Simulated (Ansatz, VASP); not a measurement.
# One calculation of Os, two programs

The input INCAR:

```
SYSTEM = Os
PREC = Accurate
ENCUT = 560
EDIFF = 1E-6
ISMEAR = -1
SIGMA = 0.1
LREAL = .FALSE.
LASPH = .TRUE.
NELM = 120
ALGO = Normal
ISIF = 2
LWAVE = .FALSE.
LCHARG = .FALSE.
NBANDS = 23
GGA_COMPAT = .FALSE.
```

KPOINTS

```
regular mesh
0
G
  11 11 11
  0 0 0
```

POSCAR

```
Os
1.0
    0.0000000000      2.6613198725      2.6613198725
    2.6613198725      0.0000000000      2.6613198725
    2.6613198725      2.6613198725      0.0000000000
Os
2
Direct
    0.1250000000      0.1250000000      0.1250000000
    0.8750000000      0.8750000000      0.8750000000
```

Input for Ansatz:

```yaml
crystal:
  lattice:
    - [0.0, 2.6613198725, 2.6613198725]
    - [2.6613198725, 0.0, 2.6613198725]
    - [2.6613198725, 2.6613198725, 0.0]
  atoms:
    - { symbol: Os, position: [0.125, 0.125, 0.125] }
    - { symbol: Os, position: [0.875, 0.875, 0.875] }
hamiltonian:
  xc: lda
  pseudopotentials:
    kind: paw
    azcp:
      Os: "pseudopotentials/Os.paw.azcp"
basis:
  ecutwfc: 420
  fft_grid_basis: typed
kpoints:
  mp_grid: { grid: [11, 11, 11], shift: [0, 0, 0] }
magnetization:
  spin_polarized: false
scf:
  occupations: { method: fermi_dirac, width: 0.1 }
  lower_state_search: "off"
output:
  stress: true
```

Alike in both runs: task single point; functional LDA; k mesh 11 × 11 × 11; occupations fermi-dirac, width 0.1 eV; no spin polarisation.

|  | VASP | Ansatz |
| --- | --- | --- |
| version | VASP 6.6.1 | Ansatz 0.2.0 |
| potentials or method | VASP PAW LDA potentials, release 64 (Os_sv_GW), cutoff 560 eV | plane waves (420 eV) with PAW, scalar-relativistic |
| valence electrons in the cell | 32 | 32 |

|  | VASP | Ansatz | Ansatz less VASP |
| --- | --- | --- | --- |
| pressure (GPa) | 24.3 | 23.4 | -0.87 |

Ansatz warns that its potentials were made for another functional, while VASP's fit it. LDA's correlation is that of Perdew and Zunger in VASP and of Perdew and Wang (1992) in Ansatz.

Spin-orbit coupling is off throughout.
